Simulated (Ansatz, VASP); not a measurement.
**Ru in VASP and in Ansatz**

```
Ru
1.0
     2.70580    0.00000    0.00000
    -1.35290    2.34329    0.00000
     0.00000    0.00000    4.28190
Ru
2
Cartesian
  -0.0960 1.5370 1.0829
  1.3529 0.7811 3.2114
```

Alike in both runs: task single point; functional PBE; k mesh 15 × 15 × 8; occupations gaussian, width 0.05 eV; no spin polarisation.

```csv
,VASP,Ansatz
version,VASP 6.6.1,Ansatz 0.2.0
potentials or method,"VASP PAW PBE potentials, release 64 (Ru_pv), cutoff 520 eV","scalar-relativistic, plane waves, PAW"
valence electrons in the cell,28,32
```

```csv
,VASP,Ansatz,Ansatz less VASP
gap on the k mesh at the Fermi level (eV),none,none,-
pressure (GPa),4.8,4.9,+0.10
"traceless stress, the component that is largest in VASP (GPa)",1.90,1.89,-0.013
rms of the force components (eV/Å),0.409,0.409,-0.0003
```

Atom by atom the forces differ by 0.001 eV/Å (rms over components). A gap of «none» marks a metal or a gap that the smearing closes. VASP's potentials hold 28 valence electrons a cell and Ansatz's 32, so a difference there can come from the potentials and not from the codes.
